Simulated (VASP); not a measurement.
# SnSe2 (P-3m1) in VASP: a series of runs, part 2 of 2

VASP 6.6.1.

### Step 4. Electric field gradients, r2SCAN

The input, POSCAR:

```
SnSe2
1.0
    3.8110000000      0.0000000000      0.0000000000
   -1.9055000000      3.3004228138      0.0000000000
    0.0000000000      0.0000000000      6.1360000000
Sn Se
1 2
Direct
    0.0000000000      0.0000000000      0.0000000000
    0.3333333333      0.6666666667      0.2617028904
    0.6666666667      0.3333333333      0.7382971096
```

The input, INCAR.step1:

```
PREC = Accurate
ENCUT = 520
ISMEAR = -1
SIGMA = 0.02
LREAL = False
LASPH = True
NELM = 60
NBANDS = 20
GGA = PE
ALGO = Normal
EDIFF = 1E-4
LWAVE = True
LCHARG = False
```

The input, INCAR.step2:

```
PREC = Accurate
ENCUT = 520
EDIFF = 1E-8
ISMEAR = -1
SIGMA = 0.02
LREAL = False
LASPH = True
NELM = 60
ALGO = Normal
ISIF = 2
LWAVE = False
LCHARG = False
METAGGA = R2SCAN
LMIXTAU = True
LEFG = True
NBANDS = 20
ISTART = 1
```

The input, KPOINTS:

```
regular mesh
0
Gamma
  13 13 7
```

Potentials or basis: VASP PAW PBE potentials, release 64 (Sn_d, Se).

Command:

```console
> cat potpaw_PBE.64/Sn_d/POTCAR potpaw_PBE.64/Se/POTCAR > POTCAR
> cp INCAR.step1 INCAR
> mpirun -np 1 vasp_std > vasp.out
> cp INCAR.step2 INCAR
> mpirun -np 1 vasp_std > vasp.out
```

OUTCAR:

```text
PREC = Accurate
   ENCUT = 520
   EDIFF = 1E-8
   ISMEAR = -1
   LREAL = False
   LASPH = True
   NELM = 60
   ISIF = 2
   METAGGA = R2SCAN
   ISTART = 1

 ion  position               nearest neighbor table
   1  0.000  0.000  0.000-   2 2.72   3 2.72   2 2.72   3 2.72   3 2.72   2 2.72
   2  0.333  0.667  0.262-   1 2.72   1 2.72   1 2.72
   3  0.667  0.333  0.738-   1 2.72   1 2.72   1 2.72

  LATTYP: Found a hexagonal cell.
 ALAT       =     3.8110000000
 C/A-ratio  =     1.6100760955

  Lattice vectors:

 A1 = (   3.8110000000,   0.0000000000,   0.0000000000)
 A2 = (  -1.9055000000,   3.3004228138,   0.0000000000)
 A3 = (   0.0000000000,   0.0000000000,   6.1360000000)

Analysis of symmetry for initial positions (statically):
=====================================================================
 Subroutine PRICEL returns:
 Original cell was already a primitive cell.

 Routine SETGRP: Setting up the symmetry group for a
 hexagonal supercell.

 Subroutine GETGRP returns: Found 12 space group operations
 (whereof 12 operations were pure point group operations)
 out of a pool of 24 trial point group operations.

The static configuration has the point symmetry D_3d.

Analysis of symmetry for dynamics (positions and initial velocities):
=====================================================================
 Subroutine PRICEL returns:
 Original cell was already a primitive cell.

 Routine SETGRP: Setting up the symmetry group for a
 hexagonal supercell.

 Subroutine GETGRP returns: Found 12 space group operations
[... 156 lines left out ...]
 fundamental gap:      0.8052468652
 Fermi energy:         4.3518856689

 k-point     1 :       0.0000    0.0000    0.0000
  band No.  band energies     occupation
      1     -17.9928      2.00000
      2     -17.9927      2.00000
      3     -17.9357      2.00000
      4     -17.9294      2.00000
      5     -17.9294      2.00000
      6     -10.3916      2.00000
[... 541 lines left out ...]
     19      12.7777      0.00000
     20      13.3352      0.00000

 [... further k-points ...]
[... 5 lines left out ...]
  --------------------------------------------------------------------------------------
  -------------------------------------------------------------------------------------
  Total        0.5598023      0.5598023     -0.0884293      0.0000000      0.0000000      0.0000000
  in kB       11.6212106     11.6212106     -1.8357479      0.0000000      0.0000000      0.0000000
  external PRESSURE =       7.1355577 kB  Pullay stress =       0.0000000 kB

 VOLUME and BASIS-vectors are now :
 -----------------------------------------------------------------------------
  energy-cutoff  :      520.00
  volume of cell :       77.18
      direct lattice vectors                 reciprocal lattice vectors
     3.811000000  0.000000000  0.000000000     0.262398321  0.151495741  0.000000000
    -1.905500000  3.300422814  0.000000000     0.000000000  0.302991482  0.000000000
     0.000000000  0.000000000  6.136000000     0.000000000  0.000000000  0.162972621

 POSITION                                       TOTAL-FORCE (eV/Angst)
 -----------------------------------------------------------------------------------
      0.00000      0.00000      0.00000        -0.000000      0.000000      0.000000
     -0.00000      2.20028      1.60581         0.000000      0.000000     -0.319345
      1.90550      1.10014      4.53019        -0.000000      0.000000      0.319345
 -----------------------------------------------------------------------------------
    total drift:                                0.000000      0.000000      0.000000

  FREE ENERGIE OF THE ION-ELECTRON SYSTEM (eV)
  ---------------------------------------------------
  free  energy   TOTEN  =       -54.6008255457 eV

  energy  without entropy=      -54.6008255457  energy(sigma->0) =      -54.60082555

 Electric field gradients (V/A^2)
---------------------------------------------------------------------
 ion       V_xx      V_yy      V_zz      V_xy      V_xz      V_yz
---------------------------------------------------------------------
   1      -1.216    -1.216     2.433    -0.000    -0.000     0.000
   2      24.857    24.856   -49.713    -0.000    -0.000     0.000
   3      24.857    24.856   -49.713    -0.000    -0.000     0.000
---------------------------------------------------------------------

 Electric field gradients after diagonalization (V/A^2)
 (convention: |V_zz| > |V_xx| > |V_yy|)
----------------------------------------------------------------------
 ion       V_xx      V_yy      V_zz     asymmetry (V_yy - V_xx)/ V_zz
----------------------------------------------------------------------
   1      -1.216    -1.216     2.433       0.000
   2      24.857    24.856   -49.713       0.000
   3      24.857    24.856   -49.713       0.000
----------------------------------------------------------------------

           NMR quadrupolar parameters

 Cq : quadrupolar parameter    Cq=e*Q*V_zz/h
 eta: asymmetry parameters     (V_yy - V_xx)/ V_zz
 Q  : nuclear electric quadrupole moment in mb (millibarn)
----------------------------------------------------------------------
 ion       Cq(MHz)       eta       Q (mb)
----------------------------------------------------------------------
   1       0.006       0.000       1.000
   2      -0.120       0.000       1.000
   3      -0.120       0.000       1.000
----------------------------------------------------------------------
```

OUTCAR.step1:

```text
PREC = Accurate
   ENCUT = 520
   ISMEAR = -1
   LREAL = False
   LASPH = True
   NELM = 60
[... 775 lines left out ...]
      0.00000      0.00000      0.00000         0.000000      0.000000      0.000000
     -0.00000      2.20028      1.60581         0.000000     -0.000000      0.003368
      1.90550      1.10014      4.53019        -0.000000      0.000000     -0.003368
 -----------------------------------------------------------------------------------
    total drift:                                0.000000      0.000000      0.000000

  FREE ENERGIE OF THE ION-ELECTRON SYSTEM (eV)
  ---------------------------------------------------
  free  energy   TOTEN  =       -11.8096256761 eV

  energy  without entropy=      -11.8096256572  energy(sigma->0) =      -11.80962567
```

OSZICAR.step1:

```text
N       E                     dE             d eps       ncg     rms          rms(c)
DAV:   1     0.205360331750E+03    0.20536E+03   -0.12123E+04  5176   0.148E+03
DAV:   2     0.115391407442E+02   -0.19382E+03   -0.18653E+03  5384   0.386E+02
DAV:   3    -0.112456796080E+02   -0.22785E+02   -0.22234E+02  6220   0.113E+02
DAV:   4    -0.120404020359E+02   -0.79472E+00   -0.79333E+00  5920   0.221E+01
DAV:   5    -0.120595896632E+02   -0.19188E-01   -0.19186E-01  6988   0.364E+00    0.494E+00
DAV:   6    -0.118245477375E+02    0.23504E+00   -0.51008E-01  7592   0.723E+00    0.317E+00
DAV:   7    -0.118090003723E+02    0.15547E-01   -0.14238E-01  5832   0.232E+00    0.103E+00
DAV:   8    -0.118091536413E+02   -0.15327E-03   -0.11195E-02  6212   0.948E-01    0.273E-01
DAV:   9    -0.118096207311E+02   -0.46709E-03   -0.15081E-03  5760   0.284E-01    0.821E-02
DAV:  10    -0.118096256761E+02   -0.49450E-05   -0.11028E-04  4336   0.745E-02
   1 F= -.11809626E+02 E0= -.11809626E+02  d E =-.189106E-07
```

Run time: 5.3 min. Hardware: 1 thread of Intel Xeon 6975P-C (Granite Rapids), shared host; peak memory 0.33 GiB.

What came out:

* Free energy: -54.6008 eV
* Pressure: 0.7 GPa
* Largest force: 0.319 eV/Å
* Band gap on the k mesh: 0.81 eV, indirect (least direct gap 1.42 eV)

Forces on the atoms (eV/Å):
```
Sn   0.000  0.000  0.000
Se   0.000  0.000 -0.319
Se   0.000  0.000  0.319
```

Electric field gradients, principal values (V/Å²):
```tsv
atom	least	middle	greatest (by size)
1 Sn	-1.216	-1.216	2.433
2 Se	24.856	24.857	-49.713
3 Se	24.856	24.857	-49.713
```

Caveat: without QUAD_EFG the Cq values of the log hold for a quadrupole moment of 1 mb, not for the nuclei; the PAW data sets were made with another functional, which shifts forces and pressure a little; spin-orbit coupling is left out, which moves the levels of the heavy elements. A k mesh can miss the band edges.

### Step 5. Summary

```csv
level,potentials or basis,gap on the mesh (eV),pressure (GPa),largest force (eV/Å)
LDA,"VASP PAW LDA potentials, release 64 (Sn_d, Se)",0.40,-1.9,0.24
PBEsol,"VASP PAW PBE potentials, release 64 (Sn_d, Se)",0.45,-0.3,0.14
r2SCAN,"VASP PAW PBE potentials, release 64 (Sn_d, Se)",0.81,0.7,0.32
```

Alike in all rows: task electric field gradients; no spin polarisation; cell as given; k mesh 13 × 13 × 7; cutoff (eV) 520; smearing fermi-dirac 0.02 eV.

Caveats: spin-orbit coupling is left out, which moves the levels of the heavy elements; the PAW data sets were made with another functional, which shifts forces and pressure a little (some runs); this functional lacks dispersion, which binds the layers, so the pressure and a relaxed spacing across them are unreliable (some runs).

Absolute energies hang on the potentials; compare differences alone.
